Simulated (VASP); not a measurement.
Write the native input for VASP 6.6.1 that does the following.

| Item | Value |
| --- | --- |
| Task | single point |
| Functional | PBE |
| Potentials or basis | VASP PAW PBE potentials, release 64 (Fe) |
| Cutoff | 520 eV |
| k mesh | 22 × 22 × 22 |
| Occupations | gaussian, width 0.05 eV |
| Spin | no spin polarisation |
| Dipole correction | no |
| Further INCAR settings | ALGO = Normal; EDIFF = 1e-06; NBANDS = 10 |

The structure of Fe lies in POSCAR:

```
Fe
1.0
   -1.3697016121      1.3697016121      1.3697016121
    1.3697016121     -1.3697016121      1.3697016121
    1.3697016121      1.3697016121     -1.3697016121
Fe
1
Direct
    0.0000000000      0.0000000000      0.0000000000
```

This cell differs from its parent crystal: volume scaled by 0.980.

These files were run (other wordings do the same):

INCAR

```
SYSTEM = Fe
PREC = Accurate
ENCUT = 520
EDIFF = 1E-6
ISMEAR = 0
SIGMA = 0.05
LREAL = .FALSE.
LASPH = .TRUE.
NELM = 60
ALGO = Normal
ISIF = 2
LWAVE = .FALSE.
LCHARG = .TRUE.
GGA = PE
LELF = .TRUE.
LVHAR = .TRUE.
NBANDS = 10
```

KPOINTS

```
regular mesh
0
G
  22 22 22
  0 0 0
```

Potentials or basis: VASP PAW PBE potentials, release 64 (Fe).

Command:

```sh
$ cat potpaw_PBE.64/Fe/POTCAR > POTCAR
$ mpirun -np 1 vasp_std > vasp.out
```

It gave:

```yaml
Pressure: 4.3 GPa
Band_gap_on_the_k_mesh: zero (band 4 reaches 8.03 eV, above the bottom of band 5 at 5.86 eV)
```

Caveat: the run has no spin polarisation, though such a crystal can be magnetic.

It took 22 s on 1 thread of AMD EPYC 7R13 Processor (Zen 3) (shared host), peak memory 0.12 GiB.
